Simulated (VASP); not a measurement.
# MnO (P6_3mc) in VASP: a series of runs

MnO is run at these levels: PBE+U; tasks: single point.

All numbers are computed with VASP 6.6.1; they aren't measurements. Logs are shortened: lines on timing, memory, paths and dates and some standing lists are left out, and cuts for length are marked.

### 1 The cell of the first run

The structure is hexagonal, space group P6_3mc (No. 186). Conventional cell: a = 3.372 Å, b = 3.372 Å, c = 5.386 Å, α = 90.00°, β = 90.00°, γ = 120.00°. Within 2.6 Å of Mn (site symmetry 3m) lie 4 O at 1.96 to 2.08 Å. O (site symmetry 3m) has 4 Mn at 1.96 to 2.08 Å within 2.6 Å.

### 2 Single point, PBE+U, collinear spin, ferromagnetic start

Contents of INCAR:

```
ALGO     = Normal         # electronic algorithm
EDIFF    = 1E-7           # SCF threshold, eV
ENCUT    = 520            # plane-wave cutoff, eV
GGA      = PE             # functional
ISIF     = 2              # what is computed and relaxed
ISMEAR   = -1             # smearing method
ISPIN    = 2              # spin polarisation
LASPH    = T              # aspherical terms in the spheres
LCHARG   = F              # write CHGCAR
LDAU     = T              # DFT+U
LDAUJ    = 0 0          
LDAUL    = 2 -1           # shell
LDAUPRINT= 1            
LDAUTYPE = 2            
LDAUU    = 4 0            # U, eV
LMAXMIX  = 4              # l up to which the mixer works
LORBIT   = 11             # projections on sites
LREAL    = F              # projectors in reciprocal space
LWAVE    = F              # write WAVECAR
MAGMOM   = 4.5 4.5 0 0    # initial moments
NBANDS   = 31             # bands
NELM     = 150            # most SCF steps
PREC     = Accurate       # precision mode
SIGMA    = 0.05           # smearing width, eV
```

Contents of KPOINTS:

```
k-points
0
Gamma
  9 9 5
```

Contents of POSCAR:

```
MnO
1.0
    3.3717000000      0.0000000000      0.0000000000
   -1.6858500000      2.9199778500      0.0000000000
    0.0000000000      0.0000000000      5.3855000000
Mn O
2 2
Direct
    0.3333333300      0.6666666700      0.0109600000
    0.6666666700      0.3333333300      0.5109600000
    0.3333333300      0.6666666700      0.3754700000
    0.6666666700      0.3333333300      0.8754700000
```

Potentials or basis: VASP PAW PBE potentials, release 64 (Mn_pv, O).

Started as:

```
$ cat potpaw_PBE.64/Mn_pv/POTCAR potpaw_PBE.64/O/POTCAR > POTCAR
$ mpirun -np 1 vasp_std > vasp.out
```

OUTCAR:

```text
EDIFF = 1E-7
   ENCUT = 520
   GGA = PE
   ISIF = 2
   ISMEAR = -1
   ISPIN = 2
   LASPH = T
   LORBIT = 11
   LREAL = F
   NELM = 150
   PREC = Accurate

 ion  position               nearest neighbor table
   1  0.333  0.667  0.011-   3 1.96   4 2.08   4 2.08   4 2.08
   2  0.667  0.333  0.511-   4 1.96   3 2.08   3 2.08   3 2.08
   3  0.333  0.667  0.375-   1 1.96   2 2.08   2 2.08   2 2.08
   4  0.667  0.333  0.875-   2 1.96   1 2.08   1 2.08   1 2.08

  LATTYP: Found a hexagonal cell.
 ALAT       =     3.3717000000
 C/A-ratio  =     1.5972654744

  Lattice vectors:

 A1 = (   3.3717000000,   0.0000000000,   0.0000000000)
 A2 = (  -1.6858500000,   2.9199778500,   0.0000000000)
 A3 = (   0.0000000000,   0.0000000000,   5.3855000000)

Analysis of symmetry for initial positions (statically):
=====================================================================
 Subroutine PRICEL returns:
 Original cell was already a primitive cell.

 Routine SETGRP: Setting up the symmetry group for a
 hexagonal supercell.

 Subroutine GETGRP returns: Found 12 space group operations
 (whereof  6 operations were pure point group operations)
 out of a pool of 24 trial point group operations.

The static configuration has the point symmetry C_3v.
 The point group associated with its full space group is C_6v.

Analysis of symmetry for dynamics (positions and initial velocities):
=====================================================================
 Subroutine PRICEL returns:
 Original cell was already a primitive cell.

 Routine SETGRP: Setting up the symmetry group for a
 hexagonal supercell.

 Subroutine GETGRP returns: Found 12 space group operations
 (whereof  6 operations were pure point group operations)
 out of a pool of 24 trial point group operations.

The dynamic configuration has the point symmetry C_3v.
 The point group associated with its full space group is C_6v.

Analysis of structural, dynamic, and magnetic symmetry:
=====================================================================
 Subroutine PRICEL returns:
 Original cell was already a primitive cell.

 Routine SETGRP: Setting up the symmetry group for a
 hexagonal supercell.

 Subroutine GETGRP returns: Found 12 space group operations
 (whereof  6 operations were pure point group operations)
 out of a pool of 24 trial point group operations.

The overall configuration has the point symmetry C_3v.
 The point group associated with its full space group is C_6v.

 Subroutine INISYM returns: Found 12 space group operations
 (whereof  6 operations are pure point group operations),
 and found     1 'primitive' translations

----------------------------------------------------------------------------------------

                                     Primitive cell

  volume of cell :      53.0218

  direct lattice vectors                    reciprocal lattice vectors
     3.371700000  0.000000000  0.000000000     0.296586292  0.171234176  0.000000000
    -1.685850000  2.919977850  0.000000000     0.000000000  0.342468351  0.000000000
     0.000000000  0.000000000  5.385500000     0.000000000  0.000000000  0.185683781

  length of vectors
     3.371700000  3.371699997  5.385500000     0.342468351  0.342468351  0.185683781

  position of ions in fractional coordinates (direct lattice)
     0.333333330  0.666666670  0.010960000
     0.666666670  0.333333330  0.510960000
     0.333333330  0.666666670  0.375470000
     0.666666670  0.333333330  0.875470000

  ion indices of the primitive-cell ions
   primitive index   ion index
[... 101 lines left out ...]
 LDA+U is selected, type is set to LDAUTYPE =  2
   angular momentum for each species LDAUL =     2   -1
   U (eV)           for each species LDAUU =   4.0  0.0
   J (eV)           for each species LDAUJ =   0.0  0.0
   GGA     = PE    functional components
   LHFCALC =     F    Hartree Fock is set to
   AEXX    =    0.0000 exact exchange contribution
   IVDW    =     0    specifies the selected vdW correction
   LEPSILON=     F    determine dielectric tensor
   LRPA    =     F    only Hartree local field effects (RPA)
 spin polarized calculation
  energy-cutoff  :      520.00
  volume of cell :       53.02
 maximum number of plane-waves:      1442
 NGX is ok and might be reduce to    28
   NGX = 13   NGY = 13   NGZ = 21

 number of electron      38.0000000 magnetization      10.0000337

atom =   1  type =  1  l = 2

 onsite density matrix

spin component  1

  0.9474 -0.0000  0.0000  0.0026 -0.0000
 -0.0000  0.9499 -0.0000 -0.0000  0.0026
  0.0000 -0.0000  0.9488  0.0000 -0.0000
  0.0026 -0.0000  0.0000  0.9499 -0.0000
 -0.0000  0.0026 -0.0000 -0.0000  0.9474

spin component  2

  0.0438  0.0000 -0.0000  0.0179  0.0000
  0.0000  0.0383 -0.0000  0.0000  0.0179
 -0.0000 -0.0000  0.0740 -0.0000 -0.0000
  0.0179  0.0000 -0.0000  0.0383  0.0000
  0.0000  0.0179 -0.0000  0.0000  0.0438

 occupancies and eigenvectors

  o =  0.0230  v =  0.0000  0.0000  0.0000  0.0000  0.0000 -0.0000 -0.7591  0.0000  0.0000  0.6509      0.0000  0.0000  0.0000  0.0000  0.0000  0.0000  0.0000  0.0000  0.0000  0.0000
  o =  0.0230  v =  0.0000  0.0000  0.0000  0.0000  0.0000 -0.6509  0.0000 -0.0000  0.7591 -0.0000      0.0000  0.0000  0.0000  0.0000  0.0000  0.0000  0.0000  0.0000  0.0000  0.0000
  o =  0.0592  v =  0.0000  0.0000  0.0000  0.0000  0.0000 -0.0000  0.6509  0.0000 -0.0000  0.7591      0.0000  0.0000  0.0000  0.0000  0.0000  0.0000  0.0000  0.0000  0.0000  0.0000
  o =  0.0592  v =  0.0000  0.0000  0.0000  0.0000  0.0000  0.7591  0.0000  0.0000  0.6509  0.0000      0.0000  0.0000  0.0000  0.0000  0.0000  0.0000  0.0000  0.0000  0.0000  0.0000
  o =  0.0740  v =  0.0000  0.0000  0.0000  0.0000  0.0000 -0.0000 -0.0000  1.0000 -0.0000 -0.0000      0.0000  0.0000  0.0000  0.0000  0.0000  0.0000  0.0000  0.0000  0.0000  0.0000
  o =  0.9457  v =  0.0000  0.5365 -0.0000  0.0000 -0.8439  0.0000  0.0000  0.0000  0.0000  0.0000      0.0000  0.0000  0.0000  0.0000  0.0000  0.0000  0.0000  0.0000  0.0000  0.0000
  o =  0.9457  v = -0.8439 -0.0000  0.0000  0.5365 -0.0000  0.0000  0.0000  0.0000  0.0000  0.0000      0.0000  0.0000  0.0000  0.0000  0.0000  0.0000  0.0000  0.0000  0.0000  0.0000
  o =  0.9488  v =  0.0000  0.0000  1.0000 -0.0000 -0.0000  0.0000  0.0000  0.0000  0.0000  0.0000      0.0000  0.0000  0.0000  0.0000  0.0000  0.0000  0.0000  0.0000  0.0000  0.0000
  o =  0.9515  v =  0.0000  0.8439 -0.0000  0.0000  0.5365  0.0000  0.0000  0.0000  0.0000  0.0000      0.0000  0.0000  0.0000  0.0000  0.0000  0.0000  0.0000  0.0000  0.0000  0.0000
  o =  0.9515  v =  0.5365 -0.0000  0.0000  0.8439 -0.0000  0.0000  0.0000  0.0000  0.0000  0.0000      0.0000  0.0000  0.0000  0.0000  0.0000  0.0000  0.0000  0.0000  0.0000  0.0000

atom =   2  type =  1  l = 2

 onsite density matrix

spin component  1

  0.9474  0.0000  0.0000 -0.0026 -0.0000
  0.0000  0.9499  0.0000 -0.0000 -0.0026
  0.0000  0.0000  0.9488 -0.0000 -0.0000
 -0.0026 -0.0000 -0.0000  0.9499  0.0000
 -0.0000 -0.0026 -0.0000  0.0000  0.9474

spin component  2

  0.0438  0.0000  0.0000 -0.0179  0.0000
  0.0000  0.0383  0.0000  0.0000 -0.0179
  0.0000  0.0000  0.0740  0.0000 -0.0000
 -0.0179  0.0000  0.0000  0.0383 -0.0000
  0.0000 -0.0179 -0.0000 -0.0000  0.0438

 occupancies and eigenvectors

  o =  0.0230  v =  0.0000  0.0000  0.0000  0.0000  0.0000 -0.0000  0.7591  0.0000 -0.0000  0.6509      0.0000  0.0000  0.0000  0.0000  0.0000  0.0000  0.0000  0.0000  0.0000  0.0000
  o =  0.0230  v =  0.0000  0.0000  0.0000  0.0000  0.0000 -0.6509 -0.0000 -0.0000 -0.7591 -0.0000      0.0000  0.0000  0.0000  0.0000  0.0000  0.0000  0.0000  0.0000  0.0000  0.0000
  o =  0.0592  v =  0.0000  0.0000  0.0000  0.0000  0.0000  0.0000  0.6509 -0.0000 -0.0000 -0.7591      0.0000  0.0000  0.0000  0.0000  0.0000  0.0000  0.0000  0.0000  0.0000  0.0000
  o =  0.0592  v =  0.0000  0.0000  0.0000  0.0000  0.0000  0.7591 -0.0000  0.0000 -0.6509  0.0000      0.0000  0.0000  0.0000  0.0000  0.0000  0.0000  0.0000  0.0000  0.0000  0.0000
  o =  0.0740  v =  0.0000  0.0000  0.0000  0.0000  0.0000 -0.0000 -0.0000 -1.0000 -0.0000  0.0000      0.0000  0.0000  0.0000  0.0000  0.0000  0.0000  0.0000  0.0000  0.0000  0.0000
  o =  0.9457  v =  0.0000  0.5365  0.0000  0.0000  0.8439  0.0000  0.0000  0.0000  0.0000  0.0000      0.0000  0.0000  0.0000  0.0000  0.0000  0.0000  0.0000  0.0000  0.0000  0.0000
  o =  0.9457  v = -0.8439  0.0000  0.0000 -0.5365 -0.0000  0.0000  0.0000  0.0000  0.0000  0.0000      0.0000  0.0000  0.0000  0.0000  0.0000  0.0000  0.0000  0.0000  0.0000  0.0000
  o =  0.9488  v =  0.0000  0.0000 -1.0000 -0.0000  0.0000  0.0000  0.0000  0.0000  0.0000  0.0000      0.0000  0.0000  0.0000  0.0000  0.0000  0.0000  0.0000  0.0000  0.0000  0.0000
  o =  0.9515  v =  0.0000 -0.8439 -0.0000 -0.0000  0.5365  0.0000  0.0000  0.0000  0.0000  0.0000      0.0000  0.0000  0.0000  0.0000  0.0000  0.0000  0.0000  0.0000  0.0000  0.0000
  o =  0.9515  v = -0.5365 -0.0000 -0.0000  0.8439  0.0000  0.0000  0.0000  0.0000  0.0000  0.0000      0.0000  0.0000  0.0000  0.0000  0.0000  0.0000  0.0000  0.0000  0.0000  0.0000

 number of electron      38.0000000 magnetization       9.9999993

 Free energy of the ion-electron system (eV)
  ---------------------------------------------------
  ext. energy  EPLUGINS =         0.00000000
  ---------------------------------------------------
  free energy    TOTEN  =       -30.60005831 eV

  energy without entropy =      -30.59961297  energy(sigma->0) =      -30.59983564

 E-fermi :   5.2786     XC(G=0): -10.5327

 val. band max:        5.2636908667   @ k =   0.0000   0.0000   0.0000
 cond. band min:       5.5627152116   @ k =   0.1111  -0.0000   0.0000
 fundamental gap:      0.2990243449
 Fermi energy:         5.2785752087

 spin component 1

 k-point     1 :       0.0000    0.0000    0.0000
  band No.  band energies     occupation
      1     -44.6023      1.00000
      2     -44.6023      1.00000
      3     -44.5973      1.00000
      4     -44.5964      1.00000
      5     -44.5964      1.00000
      6     -44.5600      1.00000
[... 1625 lines left out ...]
     30      16.6040      0.00000
     31      17.6292      0.00000

 [... further k-points ...]

------------------------ aborting loop because EDIFF is reached ----------------------------------------

  FORCE on cell =-STRESS in cart. coord.  units (eV):
  Direction    XX          YY          ZZ          XY          YZ          ZX
  --------------------------------------------------------------------------------------
  -------------------------------------------------------------------------------------
  Total        2.4953917      2.4953917      5.8485234      0.0000000      0.0000000      0.0000000
  in kB       75.4040708     75.4040706    176.7267543      0.0000000      0.0000000      0.0000000
  external PRESSURE =     109.1782986 kB  Pullay stress =       0.0000000 kB

 VOLUME and BASIS-vectors are now :
 -----------------------------------------------------------------------------
  energy-cutoff  :      520.00
  volume of cell :       53.02
      direct lattice vectors                 reciprocal lattice vectors
     3.371700000  0.000000000  0.000000000     0.296586292  0.171234176  0.000000000
    -1.685850000  2.919977850  0.000000000     0.000000000  0.342468351  0.000000000
     0.000000000  0.000000000  5.385500000     0.000000000  0.000000000  0.185683781

 POSITION                                       TOTAL-FORCE (eV/Angst)
 -----------------------------------------------------------------------------------
     -0.00000      1.94665      0.05903         0.000000     -0.000000     -0.901451
      1.68585      0.97333      2.75178        -0.000000      0.000000     -0.901451
     -0.00000      1.94665      2.02209        -0.000000     -0.000000      0.901451
      1.68585      0.97333      4.71484        -0.000000      0.000000      0.901451
 -----------------------------------------------------------------------------------
    total drift:                               -0.000025      0.000014      0.001368

  FREE ENERGIE OF THE ION-ELECTRON SYSTEM (eV)
  ---------------------------------------------------
  free  energy   TOTEN  =       -30.6000583084 eV

  energy  without entropy=      -30.5996129727  energy(sigma->0) =      -30.59983564

 total charge

# of ion       s       p       d       tot
------------------------------------------
    1        0.244   6.234   4.960  11.439
    2        0.244   6.234   4.960  11.439
    3        1.553   3.487   0.000   5.040
    4        1.553   3.487   0.000   5.040
--------------------------------------------------
tot          3.594  19.443   9.920  32.957

 magnetization (x)

# of ion       s       p       d       tot
------------------------------------------
    1        0.036   0.057   4.495   4.588
    2        0.036   0.057   4.495   4.588
    3        0.013   0.101   0.000   0.114
    4        0.013   0.101   0.000   0.114
--------------------------------------------------
tot          0.100   0.315   8.990   9.405
```

Wall time 58 s (1 thread of Intel Xeon 6975P-C (Granite Rapids), shared host); peak memory 0.24 GiB.

Results:

| Quantity | Value |
| --- | --- |
| Free energy | -30.6001 eV |
| Pressure | 10.9 GPa |
| Largest force | 0.901 eV/Å |
| Band gap on the k mesh | 0.13 eV |
| Net moment | 10.00 μB per cell |
| Site moments | Mn +4.59; O +0.11 μB |
| Valence electrons inside the program's atomic spheres | Mn 11.44; O 5.04 |

Forces on the atoms (eV/Å):
```
Mn   0.000  0.000 -0.901
Mn   0.000  0.000 -0.901
O    0.000  0.000  0.901
O    0.000  0.000  0.901
```

Levels at points of the mesh, in eV from the valence-band top:
Spin up:
```csv
k point,band 22,band 23,band 24,band 25,band 26,band 27
"(0.00, 0.00, 0.00)",-0.60,0.00,0.00,0.13,4.58,6.40
```
Spin down:
| k point | band 10 | band 11 | band 12 | band 13 | band 14 | band 15 | band 16 | band 17 | band 18 | band 19 |
| --- | --- | --- | --- | --- | --- | --- | --- | --- | --- | --- |
| (0.00, 0.00, 0.00) | -3.86 | -3.73 | -3.73 | -3.62 | -3.62 | 0.67 | 3.23 | 3.53 | 3.53 | 4.42 |

Eigenvalues of the final occupation matrices:
```tsv
site	spin	trace	eigenvalues
site 1 d	1	4.74	0.95 0.95 0.95 0.95 0.95
site 1 d	2	0.24	0.02 0.02 0.06 0.06 0.07
site 2 d	1	4.74	0.95 0.95 0.95 0.95 0.95
site 2 d	2	0.24	0.02 0.02 0.06 0.06 0.07
```

Caveat: the stress differs along the axes, from 8 to 18 GPa; the run started ferromagnetic, and an antiferromagnetic order may lie lower in energy.

### 3 Single point, PBE+U, collinear spin, antiferromagnetic start

Contents of INCAR:

```
PREC = Accurate
ENCUT = 520
EDIFF = 1E-6
ISMEAR = -1
SIGMA = 0.05
LREAL = F
LASPH = T
NELM = 150
ALGO = Normal
ISIF = 2
LWAVE = F
LCHARG = T
ISPIN = 2
MAGMOM = 4.5 -4.5 0 0
LORBIT = 11
LMAXMIX = 4
LDAU = T
LDAUTYPE = 2
LDAUL = 2 -1
LDAUU = 4 0
LDAUJ = 0 0
LDAUPRINT = 1
GGA = PE
LELF = T
LVHAR = T
NBANDS = 31
```

Contents of KPOINTS:

```
regular mesh
0
Gamma
  9 9 5
```

POSCAR is that of step 2.

Potentials or basis: VASP PAW PBE potentials, release 64 (Mn_pv, O).

Started as:

```
$ cat potpaw_PBE.64/Mn_pv/POTCAR potpaw_PBE.64/O/POTCAR > POTCAR
$ mpirun -np 1 vasp_std > vasp.out
```

Run time: 54 s. Hardware: 1 thread of Intel Xeon 6975P-C (Granite Rapids), shared host; peak memory 0.25 GiB.

The run converged. Its results:

| Quantity | Value |
| --- | --- |
| Free energy | -30.8337 eV |
| Pressure | 7.8 GPa |
| Largest force | 0.654 eV/Å |
| Band gap on the k mesh | 0.65 eV (least direct gap 0.68 eV) |
| Net moment | 0.00 μB per cell |
| Site moments | Mn +4.52, -4.52; O -0.05, +0.05 μB |
| Valence electrons inside the program's atomic spheres | Mn 11.44; O 5.04 |

Forces in eV/Å, atoms in the order of the input:
```
Mn   0.000  0.000 -0.654
Mn   0.000  0.000 -0.654
O    0.000  0.000  0.654
O    0.000  0.000  0.654
```

Stress tensor (GPa, compression positive):
```
 5.70  0.00  0.00
 0.00  5.70  0.00
 0.00  0.00 11.93
```

Levels at points of the mesh, in eV from the valence-band top:
Spin up:
```tsv
k point	band 17	band 18	band 19	band 20	band 21	band 22
(0.00, 0.00, 0.00)	-0.69	-0.03	-0.03	0.65	4.75	4.75
```
Spin down:
| k point | band 16 | band 17 | band 18 | band 19 | band 20 | band 21 | band 22 | band 23 |
| --- | --- | --- | --- | --- | --- | --- | --- | --- |
| (0.00, 0.00, 0.00) | -2.41 | -0.69 | -0.03 | -0.03 | 0.65 | 4.75 | 4.75 | 4.98 |

Eigenvalues of the final occupation matrices:
```csv
site,spin,trace,eigenvalues
site 1 d,1,4.72,0.94 0.94 0.94 0.95 0.95
site 1 d,2,0.27,0.03 0.03 0.06 0.06 0.09
site 2 d,1,0.27,0.03 0.03 0.06 0.06 0.09
site 2 d,2,4.72,0.94 0.94 0.94 0.95 0.95
```

Caveat: the stress differs along the axes, from 6 to 12 GPa. A k mesh can miss the band edges.

The gap in the log of VASP goes by the Fermi energy; the results here count the filled bands.